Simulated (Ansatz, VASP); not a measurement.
# C: VASP beside Ansatz

```xyz
2
Lattice="0.0000 1.7834 1.7834 1.7834 0.0000 1.7834 1.7834 1.7834 0.0000" Properties=species:S:1:pos:R:3 pbc="T T T"
C     0.0000    0.0000    0.0000
C     0.8917    0.8917    0.8917
```

Alike in both runs: task single point; functional PBE; k mesh 14 × 14 × 14; occupations gaussian, width 0.02 eV; no spin polarisation.

|  | VASP | Ansatz |
| --- | --- | --- |
| version | VASP 6.6.1 | Ansatz 0.2.0 |
| potentials or method | VASP PAW PBE potentials, release 64 (C), cutoff 600 eV | scalar-relativistic, plane waves, PAW |
| valence electrons in the cell | 8 | 8 |

```tsv
	VASP	Ansatz	Ansatz less VASP
gap on the k mesh at the Fermi level (eV)	4.13	4.14	+0.007
least direct gap on the mesh (eV)	5.59	5.59	+0.004
pressure (GPa)	1.8	1.8	0.00
```
